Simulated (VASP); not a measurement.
# HfMg2C2 (P-3m1) in VASP: further runs

HfMg2C2 is run at these levels: PBE; tasks: single point, relaxation of cell and atoms.

Everything below comes from runs of VASP 6.6.1. Logs are shortened: lines on timing, memory, paths and dates and some standing lists are left out, and cuts for length are marked.

## Step 1: The cell of the first run

Symmetry: P-3m1, No. 164, trigonal system. Conventional cell: a = 3.208 Å, b = 3.208 Å, c = 7.707 Å, α = 90.00°, β = 90.00°, γ = 120.00°. Within 3.0 Å of Mg (site symmetry 3m) lie 3 C at 2.25 Å. Within 3.0 Å of Hf (site symmetry -3m) lie 6 C at 2.30 Å. C (site symmetry 3m) has 3 Mg at 2.25 Å and 3 Hf at 2.30 Å within 3.0 Å.

## Step 2: Single point, PBE

Input file INCAR:

```
ALGO = Normal
EDIFF = 1E-6
ENCUT = 520
GGA = PE
ISIF = 2
ISMEAR = 0
LASPH = T
LCHARG = F
LREAL = F
LWAVE = F
NBANDS = 19
NELM = 60
PREC = Accurate
SIGMA = 0.1
```

Input file KPOINTS:

```
k-points
0
Gamma
  6 6 2
```

Input file POSCAR:

```
HfMg2C2
1.0
    3.2075563100      0.0000000000      0.0000000000
   -1.6037781600      2.7778252500      0.0000000000
    0.0000000000      0.0000000000      7.7072553800
Mg Hf C
2 1 2
Direct
    0.3333333300      0.6666666700      0.8427823600
    0.6666666700      0.3333333300      0.1572176400
    0.0000000000      0.0000000000      0.5000000000
    0.3333333300      0.6666666700      0.3230224000
    0.6666666700      0.3333333300      0.6769776000
```

Potentials or basis: VASP PAW PBE potentials, release 64 (Mg, Hf_pv, C).

On the command line:

```bash
cat potpaw_PBE.64/Mg/POTCAR potpaw_PBE.64/Hf_pv/POTCAR potpaw_PBE.64/C/POTCAR > POTCAR
mpirun -np 1 vasp_std > vasp.out
```

OUTCAR:

```text
EDIFF = 1E-6
   ENCUT = 520
   GGA = PE
   ISIF = 2
   ISMEAR = 0
   LASPH = T
   LREAL = F
   NELM = 60
   PREC = Accurate

 ion  position               nearest neighbor table
   1  0.333  0.667  0.843-   5 2.25   5 2.25   5 2.25   2 3.05   2 3.05   2 3.05   3 3.23   3 3.23
                             3 3.23
   2  0.667  0.333  0.157-   4 2.25   4 2.25   4 2.25   1 3.05   1 3.05   1 3.05   3 3.23   3 3.23
                             3 3.23
   3  0.000  0.000  0.500-   4 2.30   5 2.30   5 2.30   4 2.30   5 2.30   4 2.30   1 3.23   2 3.23
                             1 3.23   2 3.23   2 3.23   1 3.23
   4  0.333  0.667  0.323-   2 2.25   2 2.25   2 2.25   3 2.30   3 2.30   3 2.30
   5  0.667  0.333  0.677-   1 2.25   1 2.25   1 2.25   3 2.30   3 2.30   3 2.30

  LATTYP: Found a hexagonal cell.
 ALAT       =     3.2075563100
 C/A-ratio  =     2.4028433596

  Lattice vectors:

 A1 = (   3.2075563100,   0.0000000000,   0.0000000000)
 A2 = (  -1.6037781600,   2.7778252500,   0.0000000000)
 A3 = (   0.0000000000,   0.0000000000,   7.7072553800)

Analysis of symmetry for initial positions (statically):
=====================================================================
 Subroutine PRICEL returns:
 Original cell was already a primitive cell.

 Routine SETGRP: Setting up the symmetry group for a
 hexagonal supercell.

 Subroutine GETGRP returns: Found 12 space group operations
 (whereof 12 operations were pure point group operations)
 out of a pool of 24 trial point group operations.

The static configuration has the point symmetry D_3d.

Analysis of symmetry for dynamics (positions and initial velocities):
=====================================================================
 Subroutine PRICEL returns:
 Original cell was already a primitive cell.

 Routine SETGRP: Setting up the symmetry group for a
 hexagonal supercell.

 Subroutine GETGRP returns: Found 12 space group operations
 (whereof 12 operations were pure point group operations)
 out of a pool of 24 trial point group operations.

The dynamic configuration has the point symmetry D_3d.

 Subroutine INISYM returns: Found 12 space group operations
 (whereof 12 operations are pure point group operations),
 and found     1 'primitive' translations

----------------------------------------------------------------------------------------

                                     Primitive cell

  volume of cell :      68.6719

  direct lattice vectors                    reciprocal lattice vectors
     3.207556310  0.000000000  0.000000000     0.311763817  0.179996924  0.000000000
    -1.603778160  2.777825250  0.000000000     0.000000000  0.359993848  0.000000000
     0.000000000  0.000000000  7.707255380     0.000000000  0.000000000  0.129747874

  length of vectors
     3.207556310  3.207556314  7.707255380     0.359993848  0.359993848  0.129747874

  position of ions in fractional coordinates (direct lattice)
     0.333333330  0.666666670  0.842782360
     0.666666670  0.333333330  0.157217640
     0.000000000  0.000000000  0.500000000
     0.333333330  0.666666670  0.323022400
     0.666666670  0.333333330  0.676977600

  ion indices of the primitive-cell ions
   primitive index   ion index
                 1           1
                 2           2
                 3           3
                 4           4
                 5           5

----------------------------------------------------------------------------------------

 KPOINTS: k-points

Automatic generation of k-mesh.
 Grid dimensions read from file:
 generate k-points for:    6    6    2

 Generating k-lattice:

  Cartesian coordinates                     Fractional coordinates (reciprocal lattice)
     0.051960636  0.029999487  0.000000000     0.166666667  0.000000000  0.000000000
     0.000000000  0.059998975  0.000000000     0.000000000  0.166666667  0.000000000
     0.000000000  0.000000000  0.064873937     0.000000000  0.000000000  0.500000000

  Length of vectors
     0.059998975  0.059998975  0.064873937

  Shift w.r.t. Gamma in fractional coordinates (k-lattice)
     0.000000000  0.000000000  0.000000000

 Subroutine IBZKPT returns following result:
 ===========================================

 Found     14 irreducible k-points:

 Following reciprocal coordinates:
            Coordinates               Weight
  0.000000  0.000000  0.000000      1.000000
  0.166667 -0.000000  0.000000      6.000000
  0.333333 -0.000000  0.000000      6.000000
  0.500000 -0.000000  0.000000      3.000000
  0.166667  0.166667  0.000000      6.000000
  0.333333  0.166667  0.000000     12.000000
  0.333333  0.333333  0.000000      2.000000
  0.000000  0.000000  0.500000      1.000000
  0.166667 -0.000000  0.500000      6.000000
  0.333333 -0.000000  0.500000      6.000000
  0.500000 -0.000000  0.500000      3.000000
  0.166667  0.166667  0.500000      6.000000
  0.333333  0.166667  0.500000     12.000000
  0.333333  0.333333  0.500000      2.000000
   k-points           NKPTS =     14   k-points in BZ     NKDIM =     14   number of bands    NBANDS=     19
   number of dos      NEDOS =    301   number of ions     NIONS =      5
   total plane-waves  NPLWV =  34560
   dimension x,y,z NGX =    24 NGY =   24 NGZ =   60
   dimension x,y,z NGXF=    48 NGYF=   48 NGZF=  120
   ions per type =               2   1   2
   NGX,Y,Z   is equivalent  to a cutoff of  12.44, 12.44, 12.94 a.u.
   NGXF,Y,Z  is equivalent  to a cutoff of  24.88, 24.88, 25.88 a.u.
 SYSTEM =  unknown system
   PREC   = accura    normal or accurate (medium, high low for compatibility)
   ISTART =      0    job   : 0-new  1-cont  2-samecut
   ICHARG =      2    charge: 1-file 2-atom 10-const
   ISPIN  =      1    spin polarized calculation?
   LNONCOLLINEAR =      F non collinear calculations
   LSORBIT =      F    spin-orbit coupling
   LASPH  =      T    aspherical Exc in radial PAW
   ENCUT  =  520.0 eV  38.22 Ry    6.18 a.u.   5.96  5.96 14.33*2*pi/ulx,y,z
   NELM   =     60;   NELMIN=  2; NELMDL= -5     # of ELM steps
   EDIFF  = 0.1E-05   stopping-criterion for ELM
   LREAL  =      F    real-space projection
   EDIFFG = 0.1E-04   stopping-criterion for IOM
   NSW    =      0    number of steps for IOM
   IBRION =     -1    ionic relax: 0-MD 1-quasi-New 2-CG
   NFREE  =      0    steps in history (QN), initial steepest desc. (CG)
   ISIF   =      2    stress and relaxation
   ISYM   =      2    0-nonsym 1-usesym 2-fastsym
   POTIM  = 0.5000    time-step for ionic-motion
   TEBEG  =    0.0;   TEEND  =   0.0 temperature during run
   PSTRESS=    0.0 pullay stress
   NELECT =      22.0000    total number of electrons
   NUPDOWN=      -1.0000    fix difference up-down
   EMIN   =  10.00;   EMAX   =-10.00  energy-range for DOS
   EFERMI =   0.00;   METHOD = LEGACY
   ISMEAR =     0;   SIGMA  =   0.10  broadening in eV -4-tet -1-fermi 0-gaus
   EFERMI_NEDOS =   21; number of points for ismear=-14 and -15
   IALGO  =     38    algorithm
   IMIX   =      4    mixing-type and parameters
     AMIX     =   0.40;   BMIX     =  1.00
     AMIX_MAG =   1.60;   BMIX_MAG =  1.00
  volume/ion in A,a.u.               =      13.73        92.68
  Fermi-wavevector in a.u.,A,eV,Ry     =   1.120184  2.116841 17.072759  1.254812
  Thomas-Fermi vector in A             =   2.256829
   LORBIT       =      0    0 simple, 1 ext, 2 COOP (PROOUT), +10 PAW based schemes
   GGA     = PE    functional components
   LHFCALC =     F    Hartree Fock is set to
   AEXX    =    0.0000 exact exchange contribution
   IVDW    =     0    specifies the selected vdW correction
   LEPSILON=     F    determine dielectric tensor
   LRPA    =     F    only Hartree local field effects (RPA)
 non-spin polarized calculation
 Gauss-broadening in eV      SIGMA  =   0.10
  energy-cutoff  :      520.00
  volume of cell :       68.67
 maximum number of plane-waves:      1884
 NGX is ok and might be reduce to    24
   NGX = 11   NGY = 11   NGZ = 29

 number of electron      22.0000005 magnetization

 Free energy of the ion-electron system (eV)
  ---------------------------------------------------
  ext. energy  EPLUGINS =         0.00000000
  ---------------------------------------------------
  free energy    TOTEN  =       -31.02257342 eV

  energy without entropy =      -31.00602134  energy(sigma->0) =      -31.01429738

 E-fermi :   4.4861     XC(G=0): -10.6086

 val. band max:        4.3325265713   @ k =   0.5000  -0.0000   0.5000
 cond. band min:       4.5331062064   @ k =   0.3333   0.1667   0.5000
 fundamental gap:      0.2005796351
 Fermi energy:         4.4861051123

 k-point     1 :       0.0000    0.0000    0.0000
  band No.  band energies     occupation
      1     -25.2155      2.00000
      2     -24.8894      2.00000
      3     -24.8894      2.00000
      4      -7.3218      2.00000
      5      -5.4576      2.00000
      6      -1.7813      2.00000
[... 11 lines left out ...]
     18      11.7421      0.00000
     19      11.8996      0.00000

 k-point     2 :       0.1667   -0.0000    0.0000
  band No.  band energies     occupation
      1     -25.1837      2.00000
      2     -25.0571      2.00000
      3     -24.9263      2.00000
      4      -6.7955      2.00000
      5      -5.3422      2.00000
      6      -1.1906      2.00000
[... 11 lines left out ...]
     18      11.8281      0.00000
     19      12.6252      0.00000

 k-point     3 :       0.3333   -0.0000    0.0000
  band No.  band energies     occupation
      1     -25.3776      2.00000
      2     -25.1190      2.00000
      3     -24.9992      2.00000
      4      -5.6352      2.00000
      5      -4.9957      2.00000
      6       0.1638      2.00000
[... 214 lines left out ...]
      1     -25.4499      2.00000
      2     -25.1229      2.00000
      3     -25.0863      2.00000
      4      -5.0881      2.00000
      5      -4.5382      2.00000
      6       0.0151      2.00000
[... 11 lines left out ...]
     18      11.1587      0.00000
     19      12.2114      0.00000

 k-point    14 :       0.3333    0.3333    0.5000
  band No.  band energies     occupation
      1     -25.3365      2.00000
      2     -25.3365      2.00000
      3     -25.0707      2.00000
      4      -4.5476      2.00000
      5      -4.5476      2.00000
      6       0.8607      2.00000
[... 11 lines left out ...]
     18      11.1726      0.00000
     19      12.3768      0.00000

------------------------ aborting loop because EDIFF is reached ----------------------------------------

  FORCE on cell =-STRESS in cart. coord.  units (eV):
  Direction    XX          YY          ZZ          XY          YZ          ZX
  --------------------------------------------------------------------------------------
  -------------------------------------------------------------------------------------
  Total        3.7263737      3.7263737     -1.6019826     -0.0000000      0.0000000      0.0000000
  in kB       86.9396779     86.9396779    -37.3757071     -0.0000002      0.0000000      0.0000000
  external PRESSURE =      45.5012162 kB  Pullay stress =       0.0000000 kB

 VOLUME and BASIS-vectors are now :
 -----------------------------------------------------------------------------
  energy-cutoff  :      520.00
  volume of cell :       68.67
      direct lattice vectors                 reciprocal lattice vectors
     3.207556310  0.000000000  0.000000000     0.311763817  0.179996924  0.000000000
    -1.603778160  2.777825250  0.000000000     0.000000000  0.359993848  0.000000000
     0.000000000  0.000000000  7.707255380     0.000000000  0.000000000  0.129747874

 POSITION                                       TOTAL-FORCE (eV/Angst)
 -----------------------------------------------------------------------------------
     -0.00000      1.85188      6.49554         0.000000      0.000000     -1.226744
      1.60378      0.92594      1.21172         0.000000      0.000000      1.226744
      0.00000      0.00000      3.85363         0.000000      0.000000     -0.000000
     -0.00000      1.85188      2.48962        -0.000000      0.000000      0.219982
      1.60378      0.92594      5.21764         0.000000     -0.000000     -0.219982
 -----------------------------------------------------------------------------------
    total drift:                                0.000000      0.000000     -0.000000

  FREE ENERGIE OF THE ION-ELECTRON SYSTEM (eV)
  ---------------------------------------------------
  free  energy   TOTEN  =       -31.0225734162 eV

  energy  without entropy=      -31.0060213425  energy(sigma->0) =      -31.01429738
```

It took 16 s on 1 thread of Intel Xeon Platinum 8488C (Sapphire Rapids), shared host; peak memory 0.19 GiB.

Results:

* Free energy: -31.0226 eV
* Pressure: 4.6 GPa
* Largest force: 1.227 eV/Å
* Band gap on the k mesh: zero (band 11 reaches 5.68 eV, above the bottom of band 12 at 4.27 eV)

Forces in eV/Å, atoms in the order of the input:
```
Mg   0.000  0.000 -1.227
Mg   0.000  0.000  1.227
Hf   0.000  0.000  0.000
C    0.000  0.000  0.220
C    0.000  0.000 -0.220
```

Levels at points of the mesh, in eV from the Fermi level:
```csv
k point,band 8,band 9,band 10,band 11,band 12,band 13,band 14,band 15
"(0.00, 0.00, 0.00)",-1.58,-1.49,-1.49,1.19,1.19,3.41,3.41,4.10
"(0.50, 0.00, 0.00)",-3.10,-2.00,-1.66,0.09,0.48,1.19,1.83,5.07
"(0.00, 0.00, 0.50)",-1.49,-1.49,0.74,1.19,1.19,2.63,3.41,3.41
"(0.50, 0.00, 0.50)",-3.05,-1.66,-1.20,-0.15,0.11,0.58,2.47,6.05
```

Caveat: the k points lie up to 0.41 Å⁻¹ apart; spin-orbit coupling is left out, which moves the levels of the heavy elements; forces of over 1 eV/Å act on the atoms, so gaps and moduli don't describe the material at rest.

## Step 3: Single point, PBE

This run uses another cell than the first one, of 15.02 Å³/atom, 1.094 times its volume.

Input file INCAR:

```
SYSTEM = HfMg2C2
PREC = Accurate
ENCUT = 520
EDIFF = 1E-7
ISMEAR = 0
SIGMA = 0.1
LREAL = .False.
LASPH = .True.
NELM = 100
ALGO = Normal
ISIF = 2
LWAVE = .False.
LCHARG = .False.
GGA = PE
NBANDS = 19
```

Input file KPOINTS:

```
regular mesh
0
Gamma
  6 6 2
  0 0 0
```

Input file POSCAR:

```
HfMg2C2
1.0
    3.3712718774      0.0000000030      0.0000000000
   -1.6856359413      2.9196070874      0.0000000000
    0.0000000000      0.0000000000      7.6295435542
Mg Hf C
2 1 2
Direct
    0.3333333333      0.6666666667      0.8103268198
    0.6666666667      0.3333333333      0.1896731802
    0.0000000000      0.0000000000      0.5000000000
    0.3333333333      0.6666666667      0.3309353968
    0.6666666667      0.3333333333      0.6690646032
```

Potentials or basis: VASP PAW PBE potentials, release 64 (Mg, Hf_pv, C).

On the command line:

```bash
cat potpaw_PBE.64/Mg/POTCAR potpaw_PBE.64/Hf_pv/POTCAR potpaw_PBE.64/C/POTCAR > POTCAR
mpirun -np 1 vasp_std > vasp.out
```

Run time: 26 s. Hardware: 1 thread of Intel Xeon Platinum 8488C (Sapphire Rapids), shared host; peak memory 0.21 GiB.

It converged, with:

- Free energy: -31.5555 eV
- Pressure: -0.4 GPa
- Largest force: 0.030 eV/Å
- Band gap on the k mesh: zero (band 11 reaches 4.65 eV, above the bottom of band 12 at 3.71 eV)

Forces on the atoms (eV/Å):
```
Mg   0.000  0.000 -0.013
Mg   0.000  0.000  0.013
Hf   0.000  0.000  0.000
C    0.000  0.000  0.030
C    0.000  0.000 -0.030
```

Stress tensor (GPa, compression positive):
```
-0.35  0.00  0.00
 0.00 -0.35  0.00
 0.00  0.00 -0.49
```

Levels at points of the mesh, in eV from the Fermi level:
```
           k point  band 9  band 10  band 11  band 12  band 13  band 14
(0.00, 0.00, 0.00)   -1.50    -1.12     0.79     0.79     2.86     2.86
(0.50, 0.00, 0.00)   -1.91    -1.66    -0.32     1.12     1.57     2.23
(0.00, 0.00, 0.50)   -1.94     0.79     0.79     1.26     2.85     2.85
(0.50, 0.00, 0.50)   -1.92    -0.95    -0.30     0.26     1.17     2.63
```

Caveat: the k points lie up to 0.41 Å⁻¹ apart; spin-orbit coupling is left out, which moves the levels of the heavy elements.

(Part 1 of 2 ends here.)
